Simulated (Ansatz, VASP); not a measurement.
**Bi2Te3: VASP beside Ansatz**

File INCAR:

```
SYSTEM = Bi2Te3
  ALGO = Normal
  EDIFF = 1E-8
  ENCUT = 520
  GGA = PE
  ISIF = 2
  ISMEAR = -1
  KPAR = 4
  LASPH = .True.
  LCHARG = .False.
  LEFG = .True.
  LREAL = .False.
  LWAVE = .False.
  NBANDS = 32
  NELM = 60
  PREC = Accurate
  SIGMA = 0.08
```

File KPOINTS:

```
k-points
0
Gamma
  7 7 7
  0 0 0
```

File POSCAR:

```
Bi2Te3
1.0
    2.2501595557      1.3279228155     10.1829656501
   -2.1358415611      1.3059928099     10.1610356445
    0.0381670554     -2.4814305754     10.1530087054
Bi Te
2 3
Direct
    0.4000000000      0.4000000000      0.4000000000
    0.6000000000      0.6000000000      0.6000000000
    0.0000000000      0.0000000000      0.0000000000
    0.2095000000      0.2095000000      0.2095000000
    0.7905000000      0.7905000000      0.7905000000
```

Input for Ansatz:

```yaml
crystal:
  lattice:
    - [2.2501595557, 1.3279228155, 10.1829656501]
    - [-2.1358415611, 1.3059928099, 10.1610356445]
    - [0.0381670554, -2.4814305754, 10.1530087054]
  atoms:
    - { symbol: Bi, position: [0.4, 0.4, 0.4] }
    - { symbol: Bi, position: [0.6, 0.6, 0.6] }
    - { symbol: Te, position: [0.0, 0.0, 0.0] }
    - { symbol: Te, position: [0.2095, 0.2095, 0.2095] }
    - { symbol: Te, position: [0.7905, 0.7905, 0.7905] }
kpoints:
  mp_grid: { grid: [7, 7, 7] }
scf:
  occupations: { method: fermi_dirac, width: 0.08 }
hamiltonian:
  xc: pbe
  pseudopotentials: { kind: all_electron, datasets: crystal }
output:
  forces: true
  stress: true
  eigenvalues: true
  efg: { contact_densities: true }
```

Change from the starting cell: equal xy, yz and zx shear strains of +1 %, crystal datasets.

Alike in both runs: task electric field gradients; functional PBE; k mesh 7 × 7 × 7; occupations fermi-dirac, width 0.08 eV; no spin polarisation.

|  | VASP | Ansatz |
| --- | --- | --- |
| version | VASP 6.6.1 | Ansatz 0.2.0 |
| potentials or method | VASP PAW PBE potentials, release 64 (Bi_d, Te), cutoff 520 eV | all-electron PAW with datasets made for the crystal, scalar-relativistic |

Ansatz gave:

```
pressure (GPa)                                                : 1.9
traceless stress, the component that is largest in VASP (GPa) : -0.55
rms of the force components (eV/Å)                            : 0.035
size of Vzz on the site where it differs most (V/Å²)          : 98.9
```

What did VASP give for the same quantities?

Pressure (GPa): 1.9; traceless stress, the component that is largest in VASP (GPa): -0.55; rms of the force components (eV/Å): 0.033; size of Vzz on the site where it differs most (V/Å²): 94.5.

Atom by atom the forces differ by 0.005 eV/Å (rms over components). Ansatz ran all-electron here, and VASP with PAW potentials.

Spin-orbit coupling is off throughout.
